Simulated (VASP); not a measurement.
A run of VASP 6.6.1:

The input POSCAR:

```
PbS
1.0
    2.0695340594      1.1948460463      3.3814492087
   -2.0695340594      1.1948460463      3.3814492087
    0.0000000000     -2.3896920926      3.3814492087
Pb S
1 1
Direct
    0.9805657800      0.9805657800      0.9805657800
    0.4750355500      0.4750355500      0.4750355500
```

Contents of INCAR.step1:

```
PREC     = Accurate       # precision mode
ENCUT    = 520            # plane-wave cutoff, eV
ISMEAR   = -1             # smearing method
SIGMA    = 0.05           # smearing width, eV
LREAL    = False          # projectors in reciprocal space
LASPH    = True           # aspherical terms in the spheres
NELM     = 80             # most SCF steps
NBANDS   = 17             # bands
GGA      = PE             # functional
ALGO     = Normal         # electronic algorithm
EDIFF    = 1E-4           # SCF threshold, eV
LWAVE    = True           # write WAVECAR
LCHARG   = False          # write CHGCAR
```

The input INCAR.step2:

```
PREC     = Accurate       # precision mode
ENCUT    = 520            # plane-wave cutoff, eV
EDIFF    = 1E-6           # SCF threshold, eV
ISMEAR   = -1             # smearing method
SIGMA    = 0.05           # smearing width, eV
LREAL    = False          # projectors in reciprocal space
LASPH    = True           # aspherical terms in the spheres
NELM     = 80             # most SCF steps
ALGO     = Normal         # electronic algorithm
ISIF     = 2              # what is computed and relaxed
LWAVE    = False          # write WAVECAR
LCHARG   = False          # write CHGCAR
METAGGA  = R2SCAN         # meta-GGA
LMIXTAU  = True         
NBANDS   = 17             # bands
ISTART   = 1
```

File KPOINTS:

```
Automatic mesh
0
Gamma
  8 8 8
```

Potentials or basis: VASP PAW PBE potentials, release 64 (Pb_d, S).

The run is started by

```bash
$ cat potpaw_PBE.64/Pb_d/POTCAR potpaw_PBE.64/S/POTCAR > POTCAR
$ cp INCAR.step1 INCAR
$ mpirun -np 1 vasp_std > vasp.out
$ cp INCAR.step2 INCAR
$ mpirun -np 1 vasp_std > vasp.out
```

Hardware: 1 thread of AMD EPYC 7R13 Processor (Zen 3) (shared host).

Estimate the wall time of this run.

It took 4.7 min on 1 thread of AMD EPYC 7R13 Processor (Zen 3) (shared host), peak memory 0.18 GiB. Counts: k points 65.
